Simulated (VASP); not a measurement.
# CuAu (P4/mmm) in VASP: single point with PBE

Aim: the single point of CuAu with PBE.

Everything below comes from runs of VASP 6.6.1. Logs are shortened: lines on timing, memory, paths and dates and some standing lists are left out, and cuts for length are marked.

## (1) The cell of the first run

Symmetry: P4/mmm, No. 123, tetragonal system. Conventional cell: a = 2.839 Å, b = 2.839 Å, c = 3.721 Å, α = 90.00°, β = 90.00°, γ = 90.00°. Within 3.6 Å of Cu (site symmetry 4/mmm) lie 8 Au at 2.74 Å and 4 Cu at 2.84 Å. Au (site symmetry 4/mmm) has 8 Cu at 2.74 Å and 4 Au at 2.84 Å within 3.6 Å.

## (2) Single point, PBE

The input, INCAR:

```
PREC = Accurate ; ENCUT = 600
EDIFF = 1E-6 ; ISMEAR = -1
SIGMA = 0.1 ; LREAL = F
LASPH = T ; NELM = 120
ALGO = Normal ; ISIF = 2
LWAVE = F ; LCHARG = F
GGA = PE ; NBANDS = 30
GGA_COMPAT = F
```

The input, KPOINTS:

```
Automatic mesh
0
Gamma
  6 6 7
  0.5 0.5 0
```

The input, POSCAR:

```
CuAu
1.0
    4.0143589953      0.0000000000      0.0000000000
    0.0000000000      4.0143589953      0.0000000000
    0.0000000000      0.0000000000      3.7214875215
Cu Au
2 2
Direct
    0.0000000000      0.5000000000      0.5000000000
    0.5000000000      0.0000000000      0.5000000000
    0.5000000000      0.5000000000      0.0000000000
    0.0000000000      0.0000000000      0.0000000000
```

Potentials or basis: VASP PAW PBE potentials, release 64 (Cu, Au).

Launch:

```bash
> cat potpaw_PBE.64/Cu/POTCAR potpaw_PBE.64/Au/POTCAR > POTCAR
> mpirun -np 1 vasp_std > vasp.out
```

OUTCAR:

```text
PREC = Accurate
   ENCUT = 600
   EDIFF = 1E-6
   ISMEAR = -1
   LREAL = F
   LASPH = T
   NELM = 120
   ISIF = 2
   GGA = PE

 ion  position               nearest neighbor table
   1  0.000  0.500  0.500-   3 2.74   4 2.74   3 2.74   4 2.74   4 2.74   4 2.74   3 2.74   3 2.74

   2  0.500  0.000  0.500-   3 2.74   4 2.74   3 2.74   4 2.74   3 2.74   3 2.74   4 2.74   4 2.74

   3  0.500  0.500  0.000-   1 2.74   2 2.74   1 2.74   2 2.74   2 2.74   2 2.74   1 2.74   1 2.74
                             4 2.84   4 2.84   4 2.84   4 2.84
   4  0.000  0.000  0.000-   1 2.74   2 2.74   1 2.74   2 2.74   1 2.74   1 2.74   2 2.74   2 2.74
                             3 2.84   3 2.84   3 2.84   3 2.84

  LATTYP: Found a simple tetragonal cell.
 ALAT       =     4.0143589953
 C/A-ratio  =     0.9270440252

  Lattice vectors:

 A1 = (   4.0143589953,   0.0000000000,   0.0000000000)
 A2 = (   0.0000000000,   4.0143589953,   0.0000000000)
 A3 = (   0.0000000000,   0.0000000000,   3.7214875215)

Analysis of symmetry for initial positions (statically):
=====================================================================
 Subroutine PRICEL returns following result:

  LATTYP: Found a simple tetragonal cell.
 ALAT       =     2.8385804677
 C/A-ratio  =     1.3110382333

  Lattice vectors:

 A1 = (   2.0071794977,  -2.0071794977,   0.0000000000)
 A2 = (   2.0071794977,   2.0071794977,   0.0000000000)
 A3 = (   0.0000000000,   0.0000000000,   3.7214875215)

   2 primitive cells build up your supercell.

 Routine SETGRP: Setting up the symmetry group for a
 simple tetragonal supercell.

 Subroutine GETGRP returns: Found 16 space group operations
 (whereof 16 operations were pure point group operations)
 out of a pool of 16 trial point group operations.

The static configuration has the point symmetry D_4h.

Analysis of symmetry for dynamics (positions and initial velocities):
=====================================================================
 Subroutine PRICEL returns following result:

  LATTYP: Found a simple tetragonal cell.
 ALAT       =     2.8385804677
 C/A-ratio  =     1.3110382333

  Lattice vectors:

 A1 = (   2.0071794977,  -2.0071794977,   0.0000000000)
 A2 = (   2.0071794977,   2.0071794977,   0.0000000000)
 A3 = (   0.0000000000,   0.0000000000,   3.7214875215)

   2 primitive cells build up your supercell.

 Routine SETGRP: Setting up the symmetry group for a
 simple tetragonal supercell.

 Subroutine GETGRP returns: Found 16 space group operations
 (whereof 16 operations were pure point group operations)
 out of a pool of 16 trial point group operations.

The dynamic configuration has the point symmetry D_4h.

 Subroutine INISYM returns: Found 16 space group operations
 (whereof 16 operations are pure point group operations),
 and found     2 'primitive' translations

----------------------------------------------------------------------------------------

                                     Primitive cell

  volume of cell :      29.9860

  direct lattice vectors                    reciprocal lattice vectors
     2.007179498 -2.007179498  0.000000000     0.249105773 -0.249105773  0.000000000
     2.007179498  2.007179498  0.000000000     0.249105773  0.249105773  0.000000000
     0.000000000  0.000000000  3.721487521     0.000000000  0.000000000  0.268709755

  length of vectors
     2.838580468  2.838580468  3.721487521     0.352288762  0.352288762  0.268709755

  position of ions in fractional coordinates (direct lattice)
     0.500000000  0.500000000  0.500000000
     0.000000000  1.000000000  0.000000000

  ion indices of the primitive-cell ions
   primitive index   ion index
                 1           1
                 2           3

----------------------------------------------------------------------------------------

 KPOINTS: Automatic mesh

Automatic generation of k-mesh.
 Grid dimensions read from file:
 generate k-points for:    6    6    7

 Generating k-lattice:

  Cartesian coordinates                     Fractional coordinates (reciprocal lattice)
     0.041517629  0.000000000  0.000000000     0.166666667  0.000000000  0.000000000
     0.000000000  0.041517629  0.000000000     0.000000000  0.166666667  0.000000000
     0.000000000  0.000000000  0.038387108     0.000000000  0.000000000  0.142857143

  Length of vectors
     0.041517629  0.041517629  0.038387108

  Shift w.r.t. Gamma in fractional coordinates (k-lattice)
     0.500000000  0.500000000  0.000000000

 Subroutine IBZKPT returns following result:
 ===========================================

 Found     24 irreducible k-points:

 Following reciprocal coordinates:
            Coordinates               Weight
  0.083333  0.083333  0.000000      4.000000
  0.250000  0.083333  0.000000      8.000000
  0.416667  0.083333  0.000000      8.000000
  0.250000  0.250000  0.000000      4.000000
  0.416667  0.250000  0.000000      8.000000
  0.416667  0.416667  0.000000      4.000000
[... 16 lines left out ...]
  0.416667  0.250000  0.428571     16.000000
  0.416667  0.416667  0.428571      8.000000
   k-points           NKPTS =     24   k-points in BZ     NKDIM =     24   number of bands    NBANDS=     30
   number of dos      NEDOS =    301   number of ions     NIONS =      4
   total plane-waves  NPLWV =  30720
   dimension x,y,z NGX =    32 NGY =   32 NGZ =   30
   dimension x,y,z NGXF=    64 NGYF=   64 NGZF=   60
   ions per type =               2   2
   NGX,Y,Z   is equivalent  to a cutoff of  13.25, 13.25, 13.40 a.u.
   NGXF,Y,Z  is equivalent  to a cutoff of  26.50, 26.50, 26.80 a.u.
 SYSTEM =  unknown system
   PREC   = accura    normal or accurate (medium, high low for compatibility)
   ISTART =      0    job   : 0-new  1-cont  2-samecut
   ICHARG =      2    charge: 1-file 2-atom 10-const
   ISPIN  =      1    spin polarized calculation?
   LNONCOLLINEAR =      F non collinear calculations
   LSORBIT =      F    spin-orbit coupling
   LASPH  =      T    aspherical Exc in radial PAW
   ENCUT  =  600.0 eV  44.10 Ry    6.64 a.u.   8.02  8.02  7.43*2*pi/ulx,y,z
   NELM   =    120;   NELMIN=  2; NELMDL= -5     # of ELM steps
   EDIFF  = 0.1E-05   stopping-criterion for ELM
   LREAL  =      F    real-space projection
   EDIFFG = 0.1E-04   stopping-criterion for IOM
   NSW    =      0    number of steps for IOM
   IBRION =     -1    ionic relax: 0-MD 1-quasi-New 2-CG
   NFREE  =      0    steps in history (QN), initial steepest desc. (CG)
   ISIF   =      2    stress and relaxation
   ISYM   =      2    0-nonsym 1-usesym 2-fastsym
   POTIM  = 0.5000    time-step for ionic-motion
   TEBEG  =    0.0;   TEEND  =   0.0 temperature during run
   PSTRESS=    0.0 pullay stress
   NELECT =      44.0000    total number of electrons
   NUPDOWN=      -1.0000    fix difference up-down
   EMIN   =  10.00;   EMAX   =-10.00  energy-range for DOS
   EFERMI =   0.00;   METHOD = LEGACY
   ISMEAR =    -1;   SIGMA  =   0.10  broadening in eV -4-tet -1-fermi 0-gaus
   EFERMI_NEDOS =   21; number of points for ismear=-14 and -15
   IALGO  =     38    algorithm
   IMIX   =      4    mixing-type and parameters
     AMIX     =   0.40;   BMIX     =  1.00
     AMIX_MAG =   1.60;   BMIX_MAG =  1.00
  volume/ion in A,a.u.               =      14.99       101.18
  Fermi-wavevector in a.u.,A,eV,Ry     =   1.476532  2.790240 29.662679  2.180145
  Thomas-Fermi vector in A             =   2.591047
   LORBIT       =      0    0 simple, 1 ext, 2 COOP (PROOUT), +10 PAW based schemes
   GGA     = PE    functional components
   LHFCALC =     F    Hartree Fock is set to
   AEXX    =    0.0000 exact exchange contribution
   IVDW    =     0    specifies the selected vdW correction
   LEPSILON=     F    determine dielectric tensor
   LRPA    =     F    only Hartree local field effects (RPA)
 non-spin polarized calculation
  energy-cutoff  :      600.00
  volume of cell :       59.97
 maximum number of plane-waves:      2028
 NGX is ok and might be reduce to    32
   NGX = 17   NGY = 17   NGZ = 15

 number of electron      44.0000041 magnetization

 Free energy of the ion-electron system (eV)
  ---------------------------------------------------
  ext. energy  EPLUGINS =         0.00000000
  ---------------------------------------------------
  free energy    TOTEN  =       -14.12747548 eV

  energy without entropy =      -14.07143621  energy(sigma->0) =      -14.09945584

 E-fermi :   8.2093     XC(G=0): -12.4917

 val. band max:        8.1541905071   @ k =   0.4167   0.4167   0.2857
 cond. band min:       8.3717875158   @ k =   0.2500   0.2500   0.0000
 fundamental gap:      0.2175970087
 Fermi energy:         8.2092833794

 k-point     1 :       0.0833    0.0833    0.0000
  band No.  band energies     occupation
      1      -1.0368      2.00000
      2       1.5328      2.00000
      3       2.0027      2.00000
      4       2.1674      2.00000
      5       2.6943      2.00000
      6       2.7722      2.00000
[... 22 lines left out ...]
     29      18.3990      0.00000
     30      18.4736      0.00000

 k-point     2 :       0.2500    0.0833    0.0000
  band No.  band energies     occupation
      1      -0.4268      2.00000
      2       1.8626      2.00000
      3       2.2857      2.00000
      4       2.5196      2.00000
      5       2.8305      2.00000
      6       2.8605      2.00000
[... 22 lines left out ...]
     29      18.1065      0.00000
     30      18.2189      0.00000

 k-point     3 :       0.4167    0.0833    0.0000
  band No.  band energies     occupation
      1       0.6772      2.00000
      2       1.8040      2.00000
      3       2.8018      2.00000
      4       2.9164      2.00000
      5       3.0792      2.00000
      6       3.1486      2.00000
[... 22 lines left out ...]
     29      17.7184      0.00000
     30      17.9073      0.00000

 k-point     4 :       0.2500    0.2500    0.0000
  band No.  band energies     occupation
      1       0.1023      2.00000
      2       2.2716      2.00000
      3       2.3827      2.00000
      4       2.8029      2.00000
      5       2.8301      2.00000
      6       2.9778      2.00000
[... 616 lines left out ...]
     29      19.0640      0.00000
     30      20.2796      0.00000

 k-point    23 :       0.4167    0.2500    0.4286
  band No.  band energies     occupation
      1       1.7875      2.00000
      2       1.9367      2.00000
      3       2.0754      2.00000
      4       2.6194      2.00000
      5       3.4013      2.00000
      6       3.8940      2.00000
[... 22 lines left out ...]
     29      20.4325      0.00000
     30      21.8330      0.00000

 k-point    24 :       0.4167    0.4167    0.4286
  band No.  band energies     occupation
      1       1.6663      2.00000
      2       1.6893      2.00000
      3       1.8692      2.00000
      4       2.0859      2.00000
      5       3.7701      2.00000
      6       4.0330      2.00000
[... 22 lines left out ...]
     29      23.0265      0.00000
     30      24.0104      0.00000

------------------------ aborting loop because EDIFF is reached ----------------------------------------

  FORCE on cell =-STRESS in cart. coord.  units (eV):
  Direction    XX          YY          ZZ          XY          YZ          ZX
  --------------------------------------------------------------------------------------
  -------------------------------------------------------------------------------------
  Total        0.1653237      0.1653237     -0.1235429      0.0000000     -0.0000000      0.0000000
  in kB        4.4166875      4.4166875     -3.3004981      0.0000000     -0.0000000      0.0000000
  external PRESSURE =       1.8442923 kB  Pullay stress =       0.0000000 kB

 VOLUME and BASIS-vectors are now :
 -----------------------------------------------------------------------------
  energy-cutoff  :      600.00
  volume of cell :       59.97
      direct lattice vectors                 reciprocal lattice vectors
     4.014358995  0.000000000  0.000000000     0.249105773  0.000000000  0.000000000
     0.000000000  4.014358995  0.000000000     0.000000000  0.249105773  0.000000000
     0.000000000  0.000000000  3.721487521     0.000000000  0.000000000  0.268709755

 POSITION                                       TOTAL-FORCE (eV/Angst)
 -----------------------------------------------------------------------------------
      0.00000      2.00718      1.86074        -0.000000     -0.000000      0.000000
      2.00718      0.00000      1.86074        -0.000000     -0.000000     -0.000000
      2.00718      2.00718      0.00000         0.000000      0.000000     -0.000000
      0.00000      0.00000      0.00000        -0.000000     -0.000000     -0.000000
 -----------------------------------------------------------------------------------
    total drift:                                0.000000     -0.000000     -0.000000

  FREE ENERGIE OF THE ION-ELECTRON SYSTEM (eV)
  ---------------------------------------------------
  free  energy   TOTEN  =       -14.1274754814 eV

  energy  without entropy=      -14.0714362079  energy(sigma->0) =      -14.09945584
```

Run time: 18 s. Hardware: 1 thread of Intel Xeon 6975P-C (Granite Rapids), shared host; peak memory 0.2 GiB.

What came out:

```yaml
Free_energy: -14.1275 eV
Pressure: 0.2 GPa
Band_gap_on_the_k_mesh: zero (band 22 reaches 9.48 eV, above the bottom of band 23 at 8.05 eV)
```

Stress tensor (GPa, compression positive):
```
 0.44  0.00  0.00
 0.00  0.44  0.00
 0.00  0.00 -0.33
```

Caveat: spin-orbit coupling is left out, which moves the levels of the heavy elements.
